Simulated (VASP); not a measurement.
# AgPt3 in VASP: notebook

The runs below take AgPt3 through single point, with LDA.

All numbers are computed with VASP 6.6.1; they aren't measurements. Logs are shortened: lines on timing, memory, paths and dates and some standing lists are left out, and cuts for length are marked.

### 1 The cell of the first run

Symmetry: Pm-3m, No. 221, cubic system. Conventional cell: a = 3.900 Å, b = 3.900 Å, c = 3.900 Å, α = 90.00°, β = 90.00°, γ = 90.00°. Ag (site symmetry m-3m) has 12 Pt at 2.76 Å within 3.6 Å. Pt (site symmetry 4/mmm) has 4 Ag at 2.76 Å and 8 Pt at 2.76 Å within 3.6 Å.

### 2 Single point, LDA

The input, INCAR:

```
SYSTEM = AgPt3
PREC     = Accurate       ! precision mode
ENCUT    = 520            ! plane-wave cutoff, eV
EDIFF    = 1E-6           ! SCF threshold, eV
ISMEAR   = -1             ! smearing method
SIGMA    = 0.1            ! smearing width, eV
LREAL    = .FALSE.        ! projectors in reciprocal space
LASPH    = .TRUE.         ! aspherical terms in the spheres
NELM     = 60             ! most SCF steps
ALGO     = Normal         ! electronic algorithm
ISIF     = 2              ! what is computed and relaxed
LWAVE    = .FALSE.        ! write WAVECAR
LCHARG   = .FALSE.        ! write CHGCAR
GGA      = CA             ! functional
NBANDS   = 28             ! bands
```

The input, KPOINTS:

```
regular mesh
0
G
  9 9 9
  0 0 0
```

The input, POSCAR:

```
AgPt3
1.0
    3.9000000000      0.0000000000      0.0000000000
    0.0000000000      3.9000000000      0.0000000000
    0.0000000000      0.0000000000      3.9000000000
Ag Pt
1 3
Direct
    0.0000000000      0.0000000000      0.0000000000
    0.0000000000      0.5000000000      0.5000000000
    0.5000000000      0.0000000000      0.5000000000
    0.5000000000      0.5000000000      0.0000000000
```

Potentials or basis: VASP PAW LDA potentials, release 64 (Ag, Pt).

On the command line:

```
$ cat potpaw_LDA.64/Ag/POTCAR potpaw_LDA.64/Pt/POTCAR > POTCAR
$ mpirun -np 1 vasp_std > vasp.out
```

OUTCAR:

```text
SYSTEM = AgPt3
   PREC = Accurate
   ENCUT = 520
   EDIFF = 1E-6
   ISMEAR = -1
   LREAL = .FALSE.
   LASPH = .TRUE.
   NELM = 60
   ISIF = 2
   GGA = CA

 ion  position               nearest neighbor table
   1  0.000  0.000  0.000-   2 2.76   3 2.76   4 2.76   2 2.76   3 2.76   2 2.76   4 2.76   2 2.76
                             3 2.76   4 2.76   3 2.76   4 2.76
   2  0.000  0.500  0.500-   1 2.76   3 2.76   4 2.76   1 2.76   4 2.76   1 2.76   3 2.76   1 2.76
                             3 2.76   4 2.76   4 2.76   3 2.76
   3  0.500  0.000  0.500-   1 2.76   2 2.76   4 2.76   1 2.76   4 2.76   2 2.76   4 2.76   4 2.76
                             1 2.76   2 2.76   1 2.76   2 2.76
   4  0.500  0.500  0.000-   1 2.76   2 2.76   3 2.76   2 2.76   3 2.76   1 2.76   3 2.76   3 2.76
                             1 2.76   2 2.76   2 2.76   1 2.76

  LATTYP: Found a simple cubic cell.
 ALAT       =     3.9000000000

  Lattice vectors:

 A1 = (   3.9000000000,   0.0000000000,   0.0000000000)
 A2 = (   0.0000000000,   3.9000000000,   0.0000000000)
 A3 = (   0.0000000000,   0.0000000000,   3.9000000000)

Analysis of symmetry for initial positions (statically):
=====================================================================
 Subroutine PRICEL returns:
 Original cell was already a primitive cell.

 Routine SETGRP: Setting up the symmetry group for a
 simple cubic supercell.

 Subroutine GETGRP returns: Found 48 space group operations
 (whereof 48 operations were pure point group operations)
 out of a pool of 48 trial point group operations.

The static configuration has the point symmetry O_h .

Analysis of symmetry for dynamics (positions and initial velocities):
=====================================================================
 Subroutine PRICEL returns:
 Original cell was already a primitive cell.

 Routine SETGRP: Setting up the symmetry group for a
 simple cubic supercell.

 Subroutine GETGRP returns: Found 48 space group operations
 (whereof 48 operations were pure point group operations)
 out of a pool of 48 trial point group operations.

The dynamic configuration has the point symmetry O_h .

 Subroutine INISYM returns: Found 48 space group operations
 (whereof 48 operations are pure point group operations),
 and found     1 'primitive' translations

[... 97 lines left out ...]
   NELM   =     60;   NELMIN=  2; NELMDL= -5     # of ELM steps
   EDIFF  = 0.1E-05   stopping-criterion for ELM
   LREAL  =      F    real-space projection
   EDIFFG = 0.1E-04   stopping-criterion for IOM
   NSW    =      0    number of steps for IOM
   IBRION =     -1    ionic relax: 0-MD 1-quasi-New 2-CG
   NFREE  =      0    steps in history (QN), initial steepest desc. (CG)
   ISIF   =      2    stress and relaxation
   ISYM   =      2    0-nonsym 1-usesym 2-fastsym
   POTIM  = 0.5000    time-step for ionic-motion
   TEBEG  =    0.0;   TEEND  =   0.0 temperature during run
   PSTRESS=    0.0 pullay stress
   NELECT =      41.0000    total number of electrons
   NUPDOWN=      -1.0000    fix difference up-down
   EMIN   =  10.00;   EMAX   =-10.00  energy-range for DOS
   EFERMI =   0.00;   METHOD = LEGACY
   ISMEAR =    -1;   SIGMA  =   0.10  broadening in eV -4-tet -1-fermi 0-gaus
   EFERMI_NEDOS =   21; number of points for ismear=-14 and -15
   IALGO  =     38    algorithm
   IMIX   =      4    mixing-type and parameters
     AMIX     =   0.40;   BMIX     =  1.00
     AMIX_MAG =   1.60;   BMIX_MAG =  1.00
  volume/ion in A,a.u.               =      14.83       100.08
  Fermi-wavevector in a.u.,A,eV,Ry     =   1.447454  2.735292 28.505890  2.095124
  Thomas-Fermi vector in A             =   2.565407
   LORBIT       =      0    0 simple, 1 ext, 2 COOP (PROOUT), +10 PAW based schemes
   GGA     = CA    functional components
   LHFCALC =     F    Hartree Fock is set to
   AEXX    =    0.0000 exact exchange contribution
   IVDW    =     0    specifies the selected vdW correction
   LEPSILON=     F    determine dielectric tensor
   LRPA    =     F    only Hartree local field effects (RPA)
 non-spin polarized calculation
  energy-cutoff  :      520.00
  volume of cell :       59.32
 maximum number of plane-waves:      1614
 NGX is ok and might be reduce to    30
   NGX = 15   NGY = 15   NGZ = 15

 number of electron      41.0000008 magnetization

 Free energy of the ion-electron system (eV)
  ---------------------------------------------------
  ext. energy  EPLUGINS =         0.00000000
  ---------------------------------------------------
  free energy    TOTEN  =       -26.26757483 eV

  energy without entropy =      -26.16021684  energy(sigma->0) =      -26.21389583

 E-fermi :  10.8759     XC(G=0): -13.6946

 val. band max:       10.8236981333   @ k =   0.4444   0.3333   0.2222
 cond. band min:      10.8759352970   @ k =   0.4444   0.4444   0.3333
 fundamental gap:      0.0522371637
 Fermi energy:        10.8758938671

 k-point     1 :       0.0000    0.0000    0.0000
  band No.  band energies     occupation
      1       1.0672      2.00000
      2       3.8051      2.00000
      3       3.8051      2.00000
      4       3.9842      2.00000
      5       4.2267      2.00000
      6       4.2267      2.00000
[... 733 lines left out ...]
     27      21.7593      0.00000
     28      22.8841      0.00000

 [... further k-points ...]

------------------------ aborting loop because EDIFF is reached ----------------------------------------

  FORCE on cell =-STRESS in cart. coord.  units (eV):
  Direction    XX          YY          ZZ          XY          YZ          ZX
  --------------------------------------------------------------------------------------
  -------------------------------------------------------------------------------------
  Total        1.0880311      1.0880311      1.0880311      0.0000000      0.0000000     -0.0000000
  in kB       29.3871908     29.3871908     29.3871908      0.0000000      0.0000000     -0.0000000
  external PRESSURE =      29.3871908 kB  Pullay stress =       0.0000000 kB

 VOLUME and BASIS-vectors are now :
 -----------------------------------------------------------------------------
  energy-cutoff  :      520.00
  volume of cell :       59.32
      direct lattice vectors                 reciprocal lattice vectors
     3.900000000  0.000000000  0.000000000     0.256410256  0.000000000  0.000000000
     0.000000000  3.900000000  0.000000000     0.000000000  0.256410256  0.000000000
     0.000000000  0.000000000  3.900000000     0.000000000  0.000000000  0.256410256

 POSITION                                       TOTAL-FORCE (eV/Angst)
 -----------------------------------------------------------------------------------
      0.00000      0.00000      0.00000         0.000000      0.000000      0.000000
      0.00000      1.95000      1.95000         0.000000      0.000000      0.000000
      1.95000      0.00000      1.95000         0.000000      0.000000      0.000000
      1.95000      1.95000      0.00000         0.000000      0.000000      0.000000
 -----------------------------------------------------------------------------------
    total drift:                                0.000000      0.000000     -0.000000

  FREE ENERGIE OF THE ION-ELECTRON SYSTEM (eV)
  ---------------------------------------------------
  free  energy   TOTEN  =       -26.2675748285 eV

  energy  without entropy=      -26.1602168403  energy(sigma->0) =      -26.21389583
```

It took 23 s on 1 thread of AMD EPYC 9R45 (Zen 5), shared host; peak memory 0.15 GiB.

Results:

```
Free energy            : -26.2676 eV
Pressure               : 2.9 GPa
Band gap on the k mesh : zero (an odd number of electrons rules out a gap without spin polarisation)
```

Levels at points of the mesh, in eV from the Fermi level:
```tsv
k point	band 17	band 18	band 19	band 20	band 21	band 22	band 23	band 24
(0.00, 0.00, 0.00)	-0.42	0.33	0.76	0.76	0.76	1.94	1.94	1.94
```

Caveat: spin-orbit coupling is left out, which moves the levels of the heavy elements.

### 3 Single point, LDA

The input, INCAR:

```
PREC = Accurate
ENCUT = 520
EDIFF = 1E-7
ISMEAR = -1
SIGMA = 0.1
LREAL = False
LASPH = True
NELM = 100
ALGO = Normal
ISIF = 2
LWAVE = False
LCHARG = True
LELF = True
LVHAR = True
NBANDS = 28
```

The input, KPOINTS:

```
Automatic mesh
0
Gamma
  9 9 9
```

POSCAR: that of step 2 with these lines changed.

```diff
@@ -2,4 +2,4 @@
 1.0
-    3.9000000000      0.0000000000      0.0000000000
-    0.0000000000      3.9000000000      0.0000000000
+    3.9000000000     -0.0585000000      0.0000000000
+   -0.0585000000      3.9000000000      0.0000000000
     0.0000000000      0.0000000000      3.9000000000
```

Potentials or basis: VASP PAW LDA potentials, release 64 (Ag, Pt).

On the command line:

```
$ cat potpaw_LDA.64/Ag/POTCAR potpaw_LDA.64/Pt/POTCAR > POTCAR
$ mpirun -np 1 vasp_std > vasp.out
```

Wall time 93 s (1 thread of AMD EPYC 9R45 (Zen 5), shared host); peak memory 0.26 GiB.

The run converged. Its results:

```yaml
Free_energy: -26.2488 eV
Pressure: 3.3 GPa
Band_gap_on_the_k_mesh: zero (an odd number of electrons rules out a gap without spin polarisation)
```

Stress tensor (GPa, compression positive):
```
3.44 3.35 0.00
3.35 3.44 0.00
0.00 0.00 2.90
```

Levels at points of the mesh, in eV from the Fermi level:
| k point | band 16 | band 17 | band 18 | band 19 | band 20 | band 21 | band 22 | band 23 | band 24 | band 25 |
| --- | --- | --- | --- | --- | --- | --- | --- | --- | --- | --- |
| (0.00, 0.00, 0.00) | -0.42 | -0.40 | 0.31 | 0.76 | 0.77 | 0.79 | 1.94 | 1.94 | 1.95 | 8.75 |

Caveat: the cell stands under pressure; spin-orbit coupling is left out, which moves the levels of the heavy elements.

### 4 Single point, LDA

The input, INCAR:

```
ALGO     = Normal         # electronic algorithm
EDIFF    = 1E-6           # SCF threshold, eV
ENCUT    = 520            # plane-wave cutoff, eV
ISIF     = 2              # what is computed and relaxed
ISMEAR   = -1             # smearing method
LASPH    = True           # aspherical terms in the spheres
LCHARG   = False          # write CHGCAR
LREAL    = False          # projectors in reciprocal space
LWAVE    = False          # write WAVECAR
NBANDS   = 28             # bands
NELM     = 60             # most SCF steps
PREC     = Accurate       # precision mode
SIGMA    = 0.1            # smearing width, eV
```

The input, KPOINTS:

```
k-points
0
Gamma
  9 9 9
```

POSCAR: that of step 3 with these lines changed.

```diff
@@ -2,4 +2,4 @@
 1.0
-    3.9000000000     -0.0585000000      0.0000000000
-   -0.0585000000      3.9000000000      0.0000000000
+    3.9000000000     -0.0390000000      0.0000000000
+   -0.0390000000      3.9000000000      0.0000000000
     0.0000000000      0.0000000000      3.9000000000
```

Potentials or basis: VASP PAW LDA potentials, release 64 (Ag, Pt).

On the command line:

```
$ cat potpaw_LDA.64/Ag/POTCAR potpaw_LDA.64/Pt/POTCAR > POTCAR
$ mpirun -np 1 vasp_std > vasp.out
```

OUTCAR:

```text
EDIFF = 1E-6
   ENCUT = 520
   ISIF = 2
   ISMEAR = -1
   LASPH = True
   LREAL = False
   NELM = 60
   PREC = Accurate

 ion  position               nearest neighbor table
   1  0.000  0.000  0.000-   4 2.73   4 2.73   2 2.76   2 2.76   3 2.76   2 2.76   2 2.76   3 2.76
                             3 2.76   3 2.76   4 2.79   4 2.79
   2  0.000  0.500  0.500-   3 2.73   3 2.73   4 2.76   1 2.76   4 2.76   1 2.76   1 2.76   4 2.76
                             4 2.76   1 2.76   3 2.79   3 2.79
   3  0.500  0.000  0.500-   2 2.73   2 2.73   4 2.76   1 2.76   4 2.76   4 2.76   4 2.76   1 2.76
                             1 2.76   1 2.76   2 2.79   2 2.79
   4  0.500  0.500  0.000-   1 2.73   1 2.73   3 2.76   2 2.76   3 2.76   3 2.76   3 2.76   2 2.76
                             2 2.76   2 2.76   1 2.79   1 2.79

  LATTYP: Found a base centered orthorhombic cell.
 ALAT       =     5.4602785643
 B/A-ratio  =     1.0202020202
 C/A-ratio  =     0.7142492739

  Lattice vectors:

 A1 = (   3.9000000000,  -0.0390000000,   0.0000000000)
 A2 = (  -0.0390000000,   3.9000000000,   0.0000000000)
 A3 = (   0.0000000000,   0.0000000000,   3.9000000000)

Analysis of symmetry for initial positions (statically):
=====================================================================
 Subroutine PRICEL returns:
[... 179 lines left out ...]
 fundamental gap:      0.0136143882
 Fermi energy:        10.8773149044

 k-point     1 :       0.0000    0.0000    0.0000
  band No.  band energies     occupation
      1       1.0680      2.00000
      2       3.8029      2.00000
      3       3.8054      2.00000
      4       3.9834      2.00000
      5       4.2238      2.00000
      6       4.2277      2.00000
[... 733 lines left out ...]
     27      21.9451      0.00000
     28      22.2470      0.00000

 [... further k-points ...]

------------------------ aborting loop because EDIFF is reached ----------------------------------------

  FORCE on cell =-STRESS in cart. coord.  units (eV):
  Direction    XX          YY          ZZ          XY          YZ          ZX
  --------------------------------------------------------------------------------------
  -------------------------------------------------------------------------------------
  Total        1.1671988      1.1671988      1.0784925      0.8245403      0.0000000      0.0000000
  in kB       31.5286246     31.5286246     29.1324719     22.2726584      0.0000000      0.0000000
  external PRESSURE =      30.7299070 kB  Pullay stress =       0.0000000 kB

 VOLUME and BASIS-vectors are now :
 -----------------------------------------------------------------------------
  energy-cutoff  :      520.00
  volume of cell :       59.31
      direct lattice vectors                 reciprocal lattice vectors
     3.900000000 -0.039000000  0.000000000     0.256435900  0.002564359  0.000000000
    -0.039000000  3.900000000  0.000000000     0.002564359  0.256435900  0.000000000
     0.000000000  0.000000000  3.900000000     0.000000000  0.000000000  0.256410256

 POSITION                                       TOTAL-FORCE (eV/Angst)
 -----------------------------------------------------------------------------------
      0.00000      0.00000      0.00000         0.000000      0.000000      0.000000
     -0.01950      1.95000      1.95000         0.000000      0.000000      0.000000
      1.95000     -0.01950      1.95000         0.000000      0.000000      0.000000
      1.93050      1.93050      0.00000        -0.000000     -0.000000      0.000000
 -----------------------------------------------------------------------------------
    total drift:                                0.000000      0.000000     -0.000000

  FREE ENERGIE OF THE ION-ELECTRON SYSTEM (eV)
  ---------------------------------------------------
  free  energy   TOTEN  =       -26.2592110522 eV

  energy  without entropy=      -26.1517564592  energy(sigma->0) =      -26.20548376
```

OSZICAR:

```text
N       E                     dE             d eps       ncg     rms          rms(c)
DAV:   1     0.264403203012E+03    0.26440E+03   -0.20679E+04  7008   0.141E+03
DAV:   2    -0.195800907775E+02   -0.28398E+03   -0.27279E+03  7712   0.329E+02
DAV:   3    -0.277922835930E+02   -0.82122E+01   -0.80910E+01  7772   0.567E+01
DAV:   4    -0.278523961274E+02   -0.60113E-01   -0.60092E-01  7504   0.493E+00
DAV:   5    -0.278529783160E+02   -0.58219E-03   -0.58218E-03  7576   0.531E-01    0.245E+01
DAV:   6    -0.264197142951E+02    0.14333E+01   -0.30725E+00  7352   0.163E+01    0.133E+01
DAV:   7    -0.262940113763E+02    0.12570E+00   -0.56759E-01  7444   0.719E+00    0.464E+00
DAV:   8    -0.262650685672E+02    0.28943E-01   -0.11265E-01  7368   0.549E+00    0.209E+00
DAV:   9    -0.262593868963E+02    0.56817E-02   -0.20903E-02  7316   0.160E+00    0.191E-01
DAV:  10    -0.262592023792E+02    0.18452E-03   -0.72978E-04  7472   0.360E-01    0.648E-02
DAV:  11    -0.262592148864E+02   -0.12507E-04   -0.10459E-04  7384   0.930E-02    0.321E-02
DAV:  12    -0.262592108508E+02    0.40356E-05   -0.13584E-05  7472   0.441E-02    0.664E-03
DAV:  13    -0.262592110522E+02   -0.20137E-06   -0.28137E-06  4284   0.139E-02
   1 F= -.26259211E+02 E0= -.26205484E+02  d E =-.107455E+00
```

Wall time 81 s (1 thread of AMD EPYC 9R45 (Zen 5), shared host); peak memory 0.26 GiB.

Results:

| Item | Value |
| --- | --- |
| Free energy | -26.2592 eV |
| Pressure | 3.1 GPa |
| Band gap on the k mesh | zero (an odd number of electrons rules out a gap without spin polarisation) |

Levels at points of the mesh, in eV from the Fermi level:
```csv
k point,band 19,band 20,band 21,band 22,band 23,band 24
"(0.00, 0.00, 0.00)",0.76,0.77,0.78,1.93,1.94,1.95
```

Caveat: the cell stands under pressure; spin-orbit coupling is left out, which moves the levels of the heavy elements.

[end of part 1 of 2]
